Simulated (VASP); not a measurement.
# Al (P6_3/mmc) in VASP: single point with PBEsol

Aim: the single point of Al with PBEsol.

All numbers are computed with VASP 6.6.1; they aren't measurements. Logs are shortened: lines on timing, memory, paths and dates and some standing lists are left out, and cuts for length are marked.

## (1) The cell of the first run

Symmetry: P6_3/mmc, No. 194, hexagonal system. Conventional cell: a = 2.812 Å, b = 2.812 Å, c = 4.867 Å, α = 90.00°, β = 90.00°, γ = 120.00°. Al (site symmetry -6m2) has 12 Al at 2.81 to 2.93 Å within 3.7 Å.

## (2) Single point, PBEsol

File INCAR:

```
PREC = Accurate
ENCUT = 520
EDIFF = 1E-6
ISMEAR = 1
SIGMA = 0.15
LREAL = False
LASPH = True
NELM = 100
ALGO = Normal
ISIF = 2
LWAVE = False
LCHARG = True
GGA = PS
LELF = True
LVHAR = True
NBANDS = 10
```

File KPOINTS:

```
regular mesh
0
Gamma
  10 10 5
```

File POSCAR:

```
Al
1.0
    2.8124550000      0.0000000000      0.0000000000
   -1.4062275000      2.4356574770      0.0000000000
    0.0000000000      0.0000000000      4.8668500000
Al
2
Direct
    0.6666666667      0.3333333333      0.7500000000
    0.3333333333      0.6666666667      0.2500000000
```

Potentials or basis: VASP PAW PBE potentials, release 64 (Al).

The run is started by

```
cat potpaw_PBE.64/Al/POTCAR > POTCAR
mpirun -np 1 vasp_std > vasp.out
```

OUTCAR:

```text
PREC = Accurate
   ENCUT = 520
   EDIFF = 1E-6
   ISMEAR = 1
   LREAL = False
   LASPH = True
   NELM = 100
   ISIF = 2
   GGA = PS

 ion  position               nearest neighbor table
   1  0.667  0.333  0.750-   2 2.93   2 2.93   2 2.93   2 2.93   2 2.93   2 2.93
   2  0.333  0.667  0.250-   1 2.93   1 2.93   1 2.93   1 2.93   1 2.93   1 2.93

  LATTYP: Found a hexagonal cell.
 ALAT       =     2.8124550000
 C/A-ratio  =     1.7304632430

  Lattice vectors:

 A1 = (   2.8124550000,   0.0000000000,   0.0000000000)
 A2 = (  -1.4062275000,   2.4356574770,   0.0000000000)
 A3 = (   0.0000000000,   0.0000000000,   4.8668500000)

Analysis of symmetry for initial positions (statically):
=====================================================================
 Subroutine PRICEL returns:
 Original cell was already a primitive cell.

 Routine SETGRP: Setting up the symmetry group for a
 hexagonal supercell.

 Subroutine GETGRP returns: Found 24 space group operations
 (whereof 12 operations were pure point group operations)
 out of a pool of 24 trial point group operations.

The static configuration has the point symmetry D_3d.
 The point group associated with its full space group is D_6h.

Analysis of symmetry for dynamics (positions and initial velocities):
=====================================================================
 Subroutine PRICEL returns:
 Original cell was already a primitive cell.

 Routine SETGRP: Setting up the symmetry group for a
 hexagonal supercell.

 Subroutine GETGRP returns: Found 24 space group operations
 (whereof 12 operations were pure point group operations)
 out of a pool of 24 trial point group operations.

The dynamic configuration has the point symmetry D_3d.
 The point group associated with its full space group is D_6h.

 Subroutine INISYM returns: Found 24 space group operations
 (whereof 12 operations are pure point group operations),
 and found     1 'primitive' translations

----------------------------------------------------------------------------------------

                                     Primitive cell

  volume of cell :      33.3388

  direct lattice vectors                    reciprocal lattice vectors
     2.812455000  0.000000000  0.000000000     0.355561245  0.205283380  0.000000000
    -1.406227500  2.435657477  0.000000000     0.000000000  0.410566760  0.000000000
     0.000000000  0.000000000  4.866850000     0.000000000  0.000000000  0.205471712

[... 84 lines left out ...]
   LREAL  =      F    real-space projection
   EDIFFG = 0.1E-04   stopping-criterion for IOM
   NSW    =      0    number of steps for IOM
   IBRION =     -1    ionic relax: 0-MD 1-quasi-New 2-CG
   NFREE  =      0    steps in history (QN), initial steepest desc. (CG)
   ISIF   =      2    stress and relaxation
   ISYM   =      2    0-nonsym 1-usesym 2-fastsym
   POTIM  = 0.5000    time-step for ionic-motion
   TEBEG  =    0.0;   TEEND  =   0.0 temperature during run
   PSTRESS=    0.0 pullay stress
   NELECT =       6.0000    total number of electrons
   NUPDOWN=      -1.0000    fix difference up-down
   EMIN   =  10.00;   EMAX   =-10.00  energy-range for DOS
   EFERMI =   0.00;   METHOD = LEGACY
   ISMEAR =     1;   SIGMA  =   0.15  broadening in eV -4-tet -1-fermi 0-gaus
   EFERMI_NEDOS =   21; number of points for ismear=-14 and -15
   IALGO  =     38    algorithm
   IMIX   =      4    mixing-type and parameters
     AMIX     =   0.40;   BMIX     =  1.00
     AMIX_MAG =   1.60;   BMIX_MAG =  1.00
  volume/ion in A,a.u.               =      16.67       112.49
  Fermi-wavevector in a.u.,A,eV,Ry     =   0.924291  1.746656 11.623642  0.854314
  Thomas-Fermi vector in A             =   2.050021
   LORBIT       =      0    0 simple, 1 ext, 2 COOP (PROOUT), +10 PAW based schemes
   GGA     = PS    functional components
   LHFCALC =     F    Hartree Fock is set to
   AEXX    =    0.0000 exact exchange contribution
   IVDW    =     0    specifies the selected vdW correction
   LEPSILON=     F    determine dielectric tensor
   LRPA    =     F    only Hartree local field effects (RPA)
 non-spin polarized calculation
 Methfessel and Paxton  Order N= 1 SIGMA  =   0.15
  energy-cutoff  :      520.00
  volume of cell :       33.34
 maximum number of plane-waves:       910
 NGX is ok and might be reduce to    24
   NGX = 11   NGY = 11   NGZ = 19

 number of electron       6.0000000 magnetization

 Free energy of the ion-electron system (eV)
  ---------------------------------------------------
  ext. energy  EPLUGINS =         0.00000000
  ---------------------------------------------------
  free energy    TOTEN  =        -8.12246107 eV

  energy without entropy =       -8.12391517  energy(sigma->0) =       -8.12294577

 E-fermi :   7.9029     XC(G=0): -10.2192

 val. band max:        7.8571427187   @ k =   0.4000   0.1000   0.0000
 cond. band min:       8.0047616026   @ k =   0.3000   0.3000   0.4000
 fundamental gap:      0.1476188839
 Fermi energy:         7.9029496926

 k-point     1 :       0.0000    0.0000    0.0000
  band No.  band energies     occupation
      1      -3.2209      2.00000
      2       2.7818      2.00000
      3       3.0106      2.00000
      4      18.9775      0.00000
      5      19.2580      0.00000
      6      19.2580      0.00000
      7      19.4783      0.00000
      8      19.4783      0.00000
      9      20.2047      0.00000
     10      22.5493      0.00000
[... 287 lines left out ...]
 k-point    24 :       0.4000    0.1000    0.2000
  band No.  band energies     occupation
      1       2.1547      2.00000
      2       4.4523      2.00000
      3       5.8617      2.00000
      4       8.0646     -0.06281
      5      10.3647     -0.00000
      6      11.7188      0.00000
      7      12.9504      0.00000
      8      15.2584      0.00000
      9      18.5082      0.00000
     10      19.3721      0.00000

 [... further k-points ...]
[... 5 lines left out ...]
  --------------------------------------------------------------------------------------
  -------------------------------------------------------------------------------------
  Total       -0.2592097     -0.2592097     -0.2818964      0.0000000     -0.0000000      0.0000000
  in kB      -12.4569605    -12.4569605    -13.5472238      0.0000000     -0.0000000      0.0000000
  external PRESSURE =     -12.8203816 kB  Pullay stress =       0.0000000 kB

 VOLUME and BASIS-vectors are now :
 -----------------------------------------------------------------------------
  energy-cutoff  :      520.00
  volume of cell :       33.34
      direct lattice vectors                 reciprocal lattice vectors
     2.812455000  0.000000000  0.000000000     0.355561245  0.205283380  0.000000000
    -1.406227500  2.435657477  0.000000000     0.000000000  0.410566760  0.000000000
     0.000000000  0.000000000  4.866850000     0.000000000  0.000000000  0.205471712

 POSITION                                       TOTAL-FORCE (eV/Angst)
 -----------------------------------------------------------------------------------
      1.40623      0.81189      3.65014         0.000000     -0.000000      0.000000
     -0.00000      1.62377      1.21671        -0.000000      0.000000      0.000000
 -----------------------------------------------------------------------------------
    total drift:                                0.000000     -0.000000      0.000000

  FREE ENERGIE OF THE ION-ELECTRON SYSTEM (eV)
  ---------------------------------------------------
  free  energy   TOTEN  =        -8.1224610726 eV

  energy  without entropy=       -8.1239151684  energy(sigma->0) =       -8.12294577
```

stdout:

```text
POSCAR found type information on POSCAR Al
 POSCAR found :  1 types and       2 ions
 scaLAPACK will be used
 -----------------------------------------------------------------------------
|                                                                             |
|                                                                             |
|     You enforced a specific xc type in the INCAR file but a different       |
|     I HOPE YOU KNOW WHAT YOU ARE DOING!                                     |
|                                                                             |
 -----------------------------------------------------------------------------

 LDA part: xc-table for (Slater+PW92), standard interpolation
 POSCAR, INCAR and KPOINTS ok, starting setup
 FFT: planning ... GRIDC
 FFT: planning ... GRID_SOFT
 FFT: planning ... GRID
 WAVECAR not read
 entering main loop
```

Run time: 8.5 s. Hardware: 1 thread of AMD EPYC 7R43 (Zen 3), shared host; peak memory 0.11 GiB.

What came out:

```
Free energy            : -8.1225 eV
Pressure               : -1.3 GPa
Band gap on the k mesh : zero (band 3 reaches 10.01 eV, above the bottom of band 4 at 5.17 eV)
```

Levels at points of the mesh, in eV from the Fermi level:
| k point | band 1 | band 2 | band 3 | band 4 | band 5 | band 6 |
| --- | --- | --- | --- | --- | --- | --- |
| (0.00, 0.00, 0.00) | -11.12 | -5.12 | -4.89 | 11.07 | 11.36 | 11.36 |
| (0.50, 0.00, 0.00) | -5.08 | -4.99 | 0.55 | 0.55 | 1.27 | 1.38 |

Caveat: the PAW data sets were made with another functional, which shifts forces and pressure a little.
